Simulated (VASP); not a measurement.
Runs of VASP 6.6.1 on TlCl. It takes space group Pm-3m (No. 221, cubic). The conventional cell has a = 3.794 Å, b = 3.794 Å, c = 3.794 Å, α = 90.00°, β = 90.00°, γ = 90.00°. Tl (site symmetry m-3m) has 8 Cl at 3.29 Å and 6 Tl at 3.79 Å within 4.3 Å. Within 4.3 Å of Cl (site symmetry m-3m) lie 8 Tl at 3.29 Å and 6 Cl at 3.79 Å. 

```csv
level,k mesh,cutoff (eV),grid for exact exchange (PRECFOCK),screening parameter,gap on the mesh (eV),pressure (GPa)
PBE,6 × 6 × 6,500,-,-,2.00,2.2
PBE0,4 × 4 × 4,400,Normal,-,3.43,(b)
HSE06,4 × 4 × 4,400,Normal,0.2079 1/Å,2.74,1.9
PBE,4 × 4 × 4,500,-,-,1.99,2.3
r2SCAN,4 × 4 × 4,550,-,-,(a),1.1
```

Alike in all rows: task single point; potentials or basis VASP PAW PBE potentials, release 64 (Tl_d, Cl); no spin polarisation; cell as given; smearing gaussian 0.01 eV.

Q: Estimate the missing entries.

A: (a) 2.42; (b) 1.6.

Caveats: spin-orbit coupling is left out, which moves the levels of the heavy elements; the PAW data sets were made with another functional, which shifts forces and pressure a little (some runs).

A k mesh can miss the band edges, and the runs leave out spin-orbit coupling on Tl.
